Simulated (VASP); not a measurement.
Wanted: the native input for a VASP 6.6.1 run.

```
Task                   : single point
Functional             : PBE
Potentials or basis    : VASP PAW PBE potentials, release 64 (Au)
Cutoff                 : 520 eV
k mesh                 : 16 × 16 × 1
Occupations            : gaussian, width 0.1 eV
Spin                   : no spin polarisation
Dipole correction      : yes
Further INCAR settings : ALGO = Normal; EDIFF = 1e-06; NBANDS = 48
```

The structure of Au lies in POSCAR:

```
Au
1.0
    2.8835814537      0.0000000000      0.0000000000
    1.4417907268      2.4972547928      0.0000000000
    0.0000000000      0.0000000000     29.1266063865
Au
7
Direct
    0.0000000000      0.0000000000      0.2450446888
    0.3333333333      0.3333333333      0.3311646993
    0.6666666667      0.6666666667      0.4155213705
    0.0000000000      0.0000000000      0.4999999997
    0.3333333333      0.3333333333      0.5844786277
    0.6666666667      0.6666666667      0.6688353006
    0.0000000000      0.0000000000      0.7549553133
```

The input as run:

INCAR

```
PREC = Accurate
ENCUT = 520
EDIFF = 1E-6
ISMEAR = 0
SIGMA = 0.1
LREAL = F
LASPH = T
NELM = 100
ALGO = Normal
ISIF = 2
LWAVE = F
LCHARG = F
LDIPOL = T
IDIPOL = 3
DIPOL = 0.5 0.5 0.500
GGA = PE
NBANDS = 48
```

KPOINTS

```
regular mesh
0
Gamma
  16 16 1
```

Potentials or basis: VASP PAW PBE potentials, release 64 (Au).

The run is started by

```console
$ cat potpaw_PBE.64/Au/POTCAR > POTCAR
$ mpirun -np 1 vasp_std > vasp.out
```

It gave:

| Item | Value |
| --- | --- |
| Largest force | 0.006 eV/Å |
| Band gap on the k mesh | zero (an odd number of electrons rules out a gap without spin polarisation) |

Caveat: spin-orbit coupling is left out, which moves the levels of the heavy elements.

Run time: 4.8 min on 1 thread of Intel(R) Xeon(R) Platinum 8488C (Sapphire Rapids), with other jobs on the host, peak memory 0.49 GiB.
